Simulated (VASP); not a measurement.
# Cs2CdSi (P4/mmm) in VASP: a series of runs

Runs on Cs2CdSi. Level: PBE. Tasks: single point, relaxation of cell and atoms.

Program: VASP 6.6.1. These are calculated values, not measurements. Logs are shortened: lines on timing, memory, paths and dates and some standing lists are left out, and cuts for length are marked.

**1. The cell of the first run**

The structure is tetragonal, space group P4/mmm (No. 123). The conventional cell has a = 6.358 Å, b = 6.358 Å, c = 4.141 Å, α = 90.00°, β = 90.00°, γ = 90.00°. Cs (site symmetry mmm) has 2 Cd at 3.18 Å and 4 Si at 3.79 Å and 2 Cs at 4.14 Å within 4.2 Å. Within 4.2 Å of Cd (site symmetry 4/mmm) lie 4 Cs at 3.18 Å and 2 Cd at 4.14 Å. Si (site symmetry 4/mmm) has 8 Cs at 3.79 Å and 2 Si at 4.14 Å and 8 Cd at 4.95 Å within 5.0 Å.

The cell was generated, and may not be a known phase.

**2. Single point, PBE**

Input file INCAR:

```
ALGO = Normal ; EDIFF = 1E-6
ENCUT = 520 ; GGA = PE
ISIF = 2 ; ISMEAR = 0
LASPH = T ; LCHARG = T
LELF = T ; LREAL = F
LVHAR = T ; LWAVE = F
NBANDS = 25 ; NELM = 80
PREC = Accurate ; SIGMA = 0.1
```

Input file KPOINTS:

```
k-points
0
Gamma
  4 4 4
```

Input file POSCAR:

```
Cs2CdSi
1.0
    6.3580747400      0.0000000000      0.0000000000
    0.0000000000      6.3580747400      0.0000000000
    0.0000000000      0.0000000000      4.1414276700
Cs Cd Si
2 1 1
Direct
    0.0000000000      0.5000000000      0.5000000000
    0.5000000000      0.0000000000      0.5000000000
    0.5000000000      0.5000000000      0.5000000000
    0.0000000000      0.0000000000      0.0000000000
```

Potentials or basis: VASP PAW PBE potentials, release 64 (Cs_sv, Cd, Si).

Command:

```bash
$ cat potpaw_PBE.64/Cs_sv/POTCAR potpaw_PBE.64/Cd/POTCAR potpaw_PBE.64/Si/POTCAR > POTCAR
$ mpirun -np 1 vasp_std > vasp.out
```

OUTCAR:

```text
EDIFF = 1E-6
   ENCUT = 520
   GGA = PE
   ISIF = 2
   ISMEAR = 0
   LASPH = T
   LREAL = F
   NELM = 80
   PREC = Accurate

 ion  position               nearest neighbor table
   1  0.000  0.500  0.500-   3 3.18   3 3.18
   2  0.500  0.000  0.500-   3 3.18   3 3.18
   3  0.500  0.500  0.500-   1 3.18   2 3.18   2 3.18   1 3.18
   4  0.000  0.000  0.000-

  LATTYP: Found a simple tetragonal cell.
 ALAT       =     6.3580747400
 C/A-ratio  =     0.6513650499

  Lattice vectors:

 A1 = (   6.3580747400,   0.0000000000,   0.0000000000)
 A2 = (   0.0000000000,   6.3580747400,   0.0000000000)
 A3 = (   0.0000000000,   0.0000000000,   4.1414276700)

Analysis of symmetry for initial positions (statically):
=====================================================================
 Subroutine PRICEL returns:
 Original cell was already a primitive cell.

 Routine SETGRP: Setting up the symmetry group for a
 simple tetragonal supercell.

 Subroutine GETGRP returns: Found 16 space group operations
 (whereof 16 operations were pure point group operations)
 out of a pool of 16 trial point group operations.

The static configuration has the point symmetry D_4h.

Analysis of symmetry for dynamics (positions and initial velocities):
=====================================================================
 Subroutine PRICEL returns:
 Original cell was already a primitive cell.

 Routine SETGRP: Setting up the symmetry group for a
 simple tetragonal supercell.

 Subroutine GETGRP returns: Found 16 space group operations
 (whereof 16 operations were pure point group operations)
 out of a pool of 16 trial point group operations.

The dynamic configuration has the point symmetry D_4h.

 Subroutine INISYM returns: Found 16 space group operations
 (whereof 16 operations are pure point group operations),
 and found     1 'primitive' translations

----------------------------------------------------------------------------------------

                                     Primitive cell

  volume of cell :     167.4177

  direct lattice vectors                    reciprocal lattice vectors
     6.358074740  0.000000000  0.000000000     0.157280315  0.000000000  0.000000000
     0.000000000  6.358074740  0.000000000     0.000000000  0.157280315  0.000000000
     0.000000000  0.000000000  4.141427670     0.000000000  0.000000000  0.241462626

  length of vectors
     6.358074740  6.358074740  4.141427670     0.157280315  0.157280315  0.241462626

  position of ions in fractional coordinates (direct lattice)
     0.000000000  0.500000000  0.500000000
     0.500000000  0.000000000  0.500000000
     0.500000000  0.500000000  0.500000000
     0.000000000  0.000000000  0.000000000

  ion indices of the primitive-cell ions
   primitive index   ion index
                 1           1
                 2           2
                 3           3
                 4           4

----------------------------------------------------------------------------------------

 KPOINTS: k-points

Automatic generation of k-mesh.
 Grid dimensions read from file:
 generate k-points for:    4    4    4

 Generating k-lattice:

  Cartesian coordinates                     Fractional coordinates (reciprocal lattice)
     0.039320079  0.000000000  0.000000000     0.250000000  0.000000000  0.000000000
     0.000000000  0.039320079  0.000000000     0.000000000  0.250000000  0.000000000
     0.000000000  0.000000000  0.060365656     0.000000000  0.000000000  0.250000000

  Length of vectors
     0.039320079  0.039320079  0.060365656

  Shift w.r.t. Gamma in fractional coordinates (k-lattice)
     0.000000000  0.000000000  0.000000000

 Subroutine IBZKPT returns following result:
 ===========================================

 Found     18 irreducible k-points:

 Following reciprocal coordinates:
            Coordinates               Weight
  0.000000  0.000000  0.000000      1.000000
  0.250000  0.000000  0.000000      4.000000
  0.500000  0.000000  0.000000      2.000000
  0.250000  0.250000  0.000000      4.000000
  0.500000  0.250000  0.000000      4.000000
  0.500000  0.500000  0.000000      1.000000
[... 10 lines left out ...]
  0.500000  0.250000  0.500000      4.000000
  0.500000  0.500000  0.500000      1.000000
   k-points           NKPTS =     18   k-points in BZ     NKDIM =     18   number of bands    NBANDS=     25
   number of dos      NEDOS =    301   number of ions     NIONS =      4
   total plane-waves  NPLWV =  73728
   dimension x,y,z NGX =    48 NGY =   48 NGZ =   32
   dimension x,y,z NGXF=    96 NGYF=   96 NGZF=   64
   ions per type =               2   1   1
   NGX,Y,Z   is equivalent  to a cutoff of  12.55, 12.55, 12.85 a.u.
   NGXF,Y,Z  is equivalent  to a cutoff of  25.10, 25.10, 25.69 a.u.
 SYSTEM =  unknown system
   PREC   = accura    normal or accurate (medium, high low for compatibility)
   ISTART =      0    job   : 0-new  1-cont  2-samecut
   ICHARG =      2    charge: 1-file 2-atom 10-const
   ISPIN  =      1    spin polarized calculation?
   LNONCOLLINEAR =      F non collinear calculations
   LSORBIT =      F    spin-orbit coupling
   LASPH  =      T    aspherical Exc in radial PAW
   ENCUT  =  520.0 eV  38.22 Ry    6.18 a.u.  11.82 11.82  7.70*2*pi/ulx,y,z
   NELM   =     80;   NELMIN=  2; NELMDL= -5     # of ELM steps
   EDIFF  = 0.1E-05   stopping-criterion for ELM
   LREAL  =      F    real-space projection
   EDIFFG = 0.1E-04   stopping-criterion for IOM
   NSW    =      0    number of steps for IOM
   IBRION =     -1    ionic relax: 0-MD 1-quasi-New 2-CG
   NFREE  =      0    steps in history (QN), initial steepest desc. (CG)
   ISIF   =      2    stress and relaxation
   ISYM   =      2    0-nonsym 1-usesym 2-fastsym
   POTIM  = 0.5000    time-step for ionic-motion
   TEBEG  =    0.0;   TEEND  =   0.0 temperature during run
   PSTRESS=    0.0 pullay stress
   NELECT =      34.0000    total number of electrons
   NUPDOWN=      -1.0000    fix difference up-down
   EMIN   =  10.00;   EMAX   =-10.00  energy-range for DOS
   EFERMI =   0.00;   METHOD = LEGACY
   ISMEAR =     0;   SIGMA  =   0.10  broadening in eV -4-tet -1-fermi 0-gaus
   EFERMI_NEDOS =   21; number of points for ismear=-14 and -15
   IALGO  =     38    algorithm
   IMIX   =      4    mixing-type and parameters
     AMIX     =   0.40;   BMIX     =  1.00
     AMIX_MAG =   1.60;   BMIX_MAG =  1.00
  volume/ion in A,a.u.               =      41.85       282.45
  Fermi-wavevector in a.u.,A,eV,Ry     =   0.962278  1.818442 12.598716  0.925980
  Thomas-Fermi vector in A             =   2.091723
   LORBIT       =      0    0 simple, 1 ext, 2 COOP (PROOUT), +10 PAW based schemes
   GGA     = PE    functional components
   LHFCALC =     F    Hartree Fock is set to
   AEXX    =    0.0000 exact exchange contribution
   IVDW    =     0    specifies the selected vdW correction
   LEPSILON=     F    determine dielectric tensor
   LRPA    =     F    only Hartree local field effects (RPA)
 non-spin polarized calculation
 Gauss-broadening in eV      SIGMA  =   0.10
  energy-cutoff  :      520.00
  volume of cell :      167.42
 maximum number of plane-waves:      4544
 NGX is ok and might be reduce to    48
   NGX = 23   NGY = 23   NGZ = 15

 number of electron      34.0000004 magnetization

 Free energy of the ion-electron system (eV)
  ---------------------------------------------------
  ext. energy  EPLUGINS =         0.00000000
  ---------------------------------------------------
  free energy    TOTEN  =        -5.02137230 eV

  energy without entropy =       -4.99845730  energy(sigma->0) =       -5.00991480

 E-fermi :   1.8326     XC(G=0):  -8.0524

 val. band max:        1.8151267260   @ k =   0.2500   0.2500   0.5000
 cond. band min:       1.8868122346   @ k =   0.5000   0.0000   0.2500
 fundamental gap:      0.0716855086
 Fermi energy:         1.8325565170

 k-point     1 :       0.0000    0.0000    0.0000
  band No.  band energies     occupation
      1     -20.5863      2.00000
      2     -20.5243      2.00000
      3      -7.8999      2.00000
      4      -7.8999      2.00000
      5      -7.4317      2.00000
      6      -7.3831      2.00000
[... 17 lines left out ...]
     24       5.9850      0.00000
     25       6.8977      0.00000

 k-point     2 :       0.2500    0.0000    0.0000
  band No.  band energies     occupation
      1     -20.5760      2.00000
      2     -20.5320      2.00000
      3      -8.2385      2.00000
      4      -7.8650      2.00000
      5      -7.5225      2.00000
      6      -7.4494      2.00000
[... 17 lines left out ...]
     24       6.1163      0.00000
     25       6.4374      0.00000

 k-point     3 :       0.5000    0.0000    0.0000
  band No.  band energies     occupation
      1     -20.5550      2.00000
      2     -20.5505      2.00000
      3      -8.4495      2.00000
      4      -7.8085      2.00000
      5      -7.6335      2.00000
      6      -7.5183      2.00000
[... 17 lines left out ...]
     24       6.3614      0.00000
     25       6.4317      0.00000

 k-point     4 :       0.2500    0.2500    0.0000
  band No.  band energies     occupation
      1     -20.5682      2.00000
      2     -20.5371      2.00000
      3      -8.2345      2.00000
      4      -8.2269      2.00000
      5      -7.7710      2.00000
      6      -7.2810      2.00000
[... 17 lines left out ...]
     24       5.7428      0.00000
     25       7.0495      0.00000
[... 309 lines left out ...]
 k-point    16 :       0.2500    0.2500    0.5000
  band No.  band energies     occupation
      1     -20.5014      2.00000
      2     -20.4722      2.00000
      3      -8.1666      2.00000
      4      -8.1319      2.00000
      5      -7.9200      2.00000
      6      -7.8079      2.00000
[... 17 lines left out ...]
     24       5.9070      0.00000
     25       6.2284      0.00000

 k-point    17 :       0.5000    0.2500    0.5000
  band No.  band energies     occupation
      1     -20.4866      2.00000
      2     -20.4843      2.00000
      3      -8.3802      2.00000
      4      -8.1432      2.00000
      5      -7.9049      2.00000
      6      -7.8495      2.00000
[... 17 lines left out ...]
     24       5.6343      0.00000
     25       5.7045      0.00000

 k-point    18 :       0.5000    0.5000    0.5000
  band No.  band energies     occupation
      1     -20.4841      2.00000
      2     -20.4841      2.00000
      3      -8.4101      2.00000
      4      -8.3562      2.00000
      5      -7.8904      2.00000
      6      -7.8904      2.00000
[... 17 lines left out ...]
     24       5.6845      0.00000
     25       5.8349      0.00000

------------------------ aborting loop because EDIFF is reached ----------------------------------------

  FORCE on cell =-STRESS in cart. coord.  units (eV):
  Direction    XX          YY          ZZ          XY          YZ          ZX
  --------------------------------------------------------------------------------------
  -------------------------------------------------------------------------------------
  Total        5.1055394      5.1055394     -1.6177797      0.0000000     -0.0000000     -0.0000000
  in kB       48.8597092     48.8597092    -15.4820556      0.0000000     -0.0000000     -0.0000000
  external PRESSURE =      27.4124542 kB  Pullay stress =       0.0000000 kB

 VOLUME and BASIS-vectors are now :
 -----------------------------------------------------------------------------
  energy-cutoff  :      520.00
  volume of cell :      167.42
      direct lattice vectors                 reciprocal lattice vectors
     6.358074740  0.000000000  0.000000000     0.157280315  0.000000000  0.000000000
     0.000000000  6.358074740  0.000000000     0.000000000  0.157280315  0.000000000
     0.000000000  0.000000000  4.141427670     0.000000000  0.000000000  0.241462626

 POSITION                                       TOTAL-FORCE (eV/Angst)
 -----------------------------------------------------------------------------------
      0.00000      3.17904      2.07071         0.000000      0.000000      0.000000
      3.17904      0.00000      2.07071         0.000000      0.000000      0.000000
      3.17904      3.17904      2.07071         0.000000      0.000000      0.000000
      0.00000      0.00000      0.00000         0.000000      0.000000      0.000000
 -----------------------------------------------------------------------------------
    total drift:                                0.000000     -0.000000     -0.000000

  FREE ENERGIE OF THE ION-ELECTRON SYSTEM (eV)
  ---------------------------------------------------
  free  energy   TOTEN  =        -5.0213722953 eV

  energy  without entropy=       -4.9984572951  energy(sigma->0) =       -5.00991480
```

Run time: 58 s. Hardware: 1 thread of Oxide Virtual Turin-like, shared host; peak memory 0.26 GiB.

What came out:

```
Free energy            : -5.0214 eV
Pressure               : 2.7 GPa
Band gap on the k mesh : zero (bands 17 and 18 overlap by 0.82 eV)
```

Caveat: the k points lie up to 0.38 Å⁻¹ apart, too coarse for converged energies and pressures of a metal; spin-orbit coupling is left out, which moves the levels of the heavy elements.

**3. Single point, PBE**

This run uses another cell than the first one, of 45.40 Å³/atom.

Input file INCAR:

```
SYSTEM = Cs2CdSi
ALGO = Fast
EDIFF = 1E-6
ENCUT = 520
GGA = PE
ISIF = 2
ISMEAR = 0
LASPH = .True.
LCHARG = .False.
LREAL = .False.
LWAVE = .False.
NBANDS = 25
NELM = 80
PREC = Accurate
SIGMA = 0.1
```

Input file KPOINTS:

```
k-points
0
Gamma
  4 4 4
  0 0 0
```

Input file POSCAR:

```
Cs2CdSi
1.0
    7.1322388092      0.0000000000      0.0000000000
    0.0000000000      7.1322388092      0.0000000000
    0.0000000000      0.0000000000      3.5703483760
Cs Cd Si
2 1 1
Direct
    0.0000000000      0.5000000000      0.5000000000
    0.5000000000      0.0000000000      0.5000000000
    0.5000000000      0.5000000000      0.5000000000
    0.0000000000      0.0000000000      0.0000000000
```

Potentials or basis: VASP PAW PBE potentials, release 64 (Cs_sv, Cd, Si).

Command:

```bash
$ cat potpaw_PBE.64/Cs_sv/POTCAR potpaw_PBE.64/Cd/POTCAR potpaw_PBE.64/Si/POTCAR > POTCAR
$ mpirun -np 1 vasp_std > vasp.out
```

OUTCAR:

```text
SYSTEM = Cs2CdSi
   EDIFF = 1E-6
   ENCUT = 520
   GGA = PE
   ISIF = 2
   ISMEAR = 0
   LASPH = .True.
   LREAL = .False.
   NELM = 80
   PREC = Accurate

 ion  position               nearest neighbor table
   1  0.000  0.500  0.500-
   2  0.500  0.000  0.500-
   3  0.500  0.500  0.500-
   4  0.000  0.000  0.000-

  LATTYP: Found a simple tetragonal cell.
 ALAT       =     7.1322388092
 C/A-ratio  =     0.5005929374

  Lattice vectors:

[... 689 lines left out ...]

  FORCE on cell =-STRESS in cart. coord.  units (eV):
  Direction    XX          YY          ZZ          XY          YZ          ZX
  --------------------------------------------------------------------------------------
  -------------------------------------------------------------------------------------
  Total        0.2883949      0.2883949      0.1648506      0.0000000     -0.0000000      0.0000000
  in kB        2.5441094      2.5441094      1.4542494      0.0000000     -0.0000000      0.0000000
  external PRESSURE =       2.1808227 kB  Pullay stress =       0.0000000 kB

 VOLUME and BASIS-vectors are now :
 -----------------------------------------------------------------------------
  energy-cutoff  :      520.00
  volume of cell :      181.62
      direct lattice vectors                 reciprocal lattice vectors
     7.132238809  0.000000000  0.000000000     0.140208429  0.000000000  0.000000000
     0.000000000  7.132238809  0.000000000     0.000000000  0.140208429  0.000000000
     0.000000000  0.000000000  3.570348376     0.000000000  0.000000000  0.280084713

 POSITION                                       TOTAL-FORCE (eV/Angst)
 -----------------------------------------------------------------------------------
      0.00000      3.56612      1.78517         0.000000      0.000000      0.000000
      3.56612      0.00000      1.78517         0.000000      0.000000      0.000000
      3.56612      3.56612      1.78517         0.000000      0.000000      0.000000
      0.00000      0.00000      0.00000         0.000000      0.000000      0.000000
 -----------------------------------------------------------------------------------
    total drift:                                0.000000      0.000000      0.000000

  FREE ENERGIE OF THE ION-ELECTRON SYSTEM (eV)
  ---------------------------------------------------
  free  energy   TOTEN  =        -5.7184299332 eV

  energy  without entropy=       -5.6974891928  energy(sigma->0) =       -5.70795956
```

stdout:

```text
POSCAR found type information on POSCAR CsCdSi
 POSCAR found :  3 types and       4 ions
 scaLAPACK will be used
 LDA part: xc-table for (Slater+PW92), standard interpolation
 POSCAR, INCAR and KPOINTS ok, starting setup
 FFT: planning ... GRIDC
 FFT: planning ... GRID_SOFT
 FFT: planning ... GRID
 WAVECAR not read
 entering main loop
```

Wall time 1.8 min (1 thread of Oxide Virtual Turin-like, shared host); peak memory 0.28 GiB.

Results:

* Free energy: -5.7184 eV
* Pressure: 0.2 GPa
* Band gap on the k mesh: zero (bands 17 and 18 overlap by 0.10 eV)

Levels at points of the mesh, in eV from the Fermi level:
| k point | band 14 | band 15 | band 16 | band 17 | band 18 | band 19 | band 20 | band 21 |
| --- | --- | --- | --- | --- | --- | --- | --- | --- |
| (0.00, 0.00, 0.00) | -6.73 | -4.15 | -0.09 | -0.09 | 1.64 | 1.91 | 1.91 | 2.13 |
| (0.50, 0.00, 0.00) | -6.51 | -3.74 | -0.78 | -0.18 | 0.08 | 1.03 | 2.36 | 2.53 |
| (0.50, 0.50, 0.00) | -6.30 | -3.27 | -1.24 | -1.24 | 0.47 | 0.47 | 2.53 | 2.53 |
| (0.00, 0.00, 0.50) | -5.36 | -1.97 | -1.48 | -0.13 | -0.13 | 0.27 | 2.30 | 2.30 |
| (0.50, 0.00, 0.50) | -5.44 | -1.47 | -1.34 | -0.34 | -0.03 | 1.06 | 1.88 | 1.99 |
| (0.50, 0.50, 0.50) | -5.51 | -1.10 | -1.00 | -0.57 | 0.79 | 0.79 | 1.59 | 1.59 |

Caveat: the k points lie up to 0.44 Å⁻¹ apart; spin-orbit coupling is left out, which moves the levels of the heavy elements.

[end of part 1 of 2]

The gap in the log of VASP goes by the Fermi energy; the results here count the filled bands.